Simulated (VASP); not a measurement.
The system is Cu.

```xyz
1
Lattice="2.4587 0.0000 0.0000 -0.8585 2.2526 0.0000 -0.6857 -1.1120 2.0688" Properties=species:S:1:pos:R:3 pbc="T T T"
Cu    0.0000    0.0000    0.0000
```

This cell differs from its parent crystal: the cell strained at random.

* Program: VASP 6.6.1
* Task: relaxation of cell and atoms
* Functional: PBEsol
* Potentials or basis: VASP PAW PBE potentials, release 64 (Cu)
* Cutoff: 600 eV
* k mesh: 13 × 13 × 13
* Occupations: methfessel-paxton, width 0.1 eV
* Spin: collinear spin
* Starting moments: [0.6] μB

At the start: pressure -0.3 GPa; volume 11.46 Å³/atom.

**Question.** Where does the relaxation end?

**Answer.** Over 31 steps the energy falls by 42.9 meV/atom and the volume is 11.34 Å³/atom (-1.0 %); space group C2/m (No. 12, to 0.1 Å) before, Fm-3m (No. 225, to 0.1 Å); moment 0.00 μB per cell.

The path:
```tsv
step	energy change (eV)	largest force (eV/Å)	pressure (GPa)	volume (Å³)
1	0.0000	0.0000	-0.29	11.46
2	-0.0122	0.0000	0.02	11.42
3	-0.0130	0.0000	0.21	11.40
4	-0.0147	0.0000	-0.13	11.43
5	-0.0167	0.0000	-0.74	11.47
6	-0.0155	0.0000	-1.72	11.54
7	-0.0170	0.0000	-1.19	11.50
8	-0.0179	0.0000	-0.90	11.47
9	-0.0198	0.0000	0.27	11.39
10	-0.0244	0.0000	2.77	11.21
11	-0.0217	0.0000	9.53	10.80
12	-0.0256	0.0000	5.82	11.02
13	-0.0261	0.0000	5.79	11.01
14	-0.0279	0.0000	5.91	11.01
15	-0.0309	0.0000	5.96	11.00
16	-0.0323	0.0000	6.55	10.96
17	-0.0350	0.0000	5.49	11.02
18	-0.0400	0.0000	2.24	11.21
19	-0.0380	0.0000	-3.23	11.58
20	-0.0410	0.0000	0.05	11.35
21	-0.0414	0.0000	0.05	11.35
22	-0.0422	0.0000	0.08	11.34
23	-0.0427	0.0000	0.16	11.33
24	-0.0427	0.0000	0.17	11.33
25	-0.0427	0.0000	0.03	11.34
26	-0.0427	0.0000	-0.30	11.37
27	-0.0428	0.0000	-0.26	11.36
28	-0.0428	0.0000	-0.02	11.35
29	-0.0428	0.0000	0.07	11.34
30	-0.0428	0.0000	0.07	11.34
31	-0.0429	0.0000	0.06	11.34
```

Final structure:
```
Cu
1.0
     2.49569   -0.18561    0.28760
    -1.04981    2.26346   -0.33487
    -0.36809   -1.24014    2.16172
Cu
1
Cartesian
  0.0000 0.0000 0.0000
```

Caveat: the cell differs from its parent crystal (the cell strained at random); the PAW data sets were made with another functional, which shifts forces and pressure a little.
